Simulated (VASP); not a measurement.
Wanted: the native input for a VASP 6.6.1 run.

```yaml
Task: single point
Functional: PBEsol
Potentials_or_basis: VASP PAW PBE potentials, release 64 (Mg, S)
Cutoff: 520 eV
k_mesh: 6 × 6 × 6
Occupations: gaussian, width 0.01 eV
Spin: no spin polarisation
Dipole_correction: no
Further_INCAR_settings: ALGO = Normal; EDIFF = 1e-07; NBANDS = 11
```

The structure of MgS (e600) lies in POSCAR:

```
MgS
1.0
    0.0000000000      2.5911612425      2.5911612425
    2.5911612425      0.0000000000      2.5911612425
    2.5911612425      2.5911612425      0.0000000000
Mg S
1 1
Direct
    0.0000000000      0.0000000000      0.0000000000
    0.5000000000      0.5000000000      0.5000000000
```

One way to write it, as run:

INCAR

```
  PREC = Accurate
  ENCUT = 520
  EDIFF = 1E-7
  ISMEAR = 0
  SIGMA = 0.01
  LREAL = F
  LASPH = T
  NELM = 60
  ALGO = Normal
  ISIF = 2
  LWAVE = F
  LCHARG = F
  GGA = PS
  NBANDS = 11
```

KPOINTS

```
regular mesh
0
Gamma
  6 6 6
```

Potentials or basis: VASP PAW PBE potentials, release 64 (Mg, S).

Command:

```console
$ cat potpaw_PBE.64/Mg/POTCAR potpaw_PBE.64/S/POTCAR > POTCAR
$ mpirun -np 1 vasp_std > vasp.out
```

It gave:

```
Pressure               : -0.2 GPa
Band gap on the k mesh : 2.73 eV, indirect (least direct gap 3.69 eV)
```

Caveat: the PAW data sets were made with another functional, which shifts forces and pressure a little.

It took 3.8 s on 1 thread of Intel Xeon 6975P-C, with other jobs on the host, peak memory 0.15 GiB.
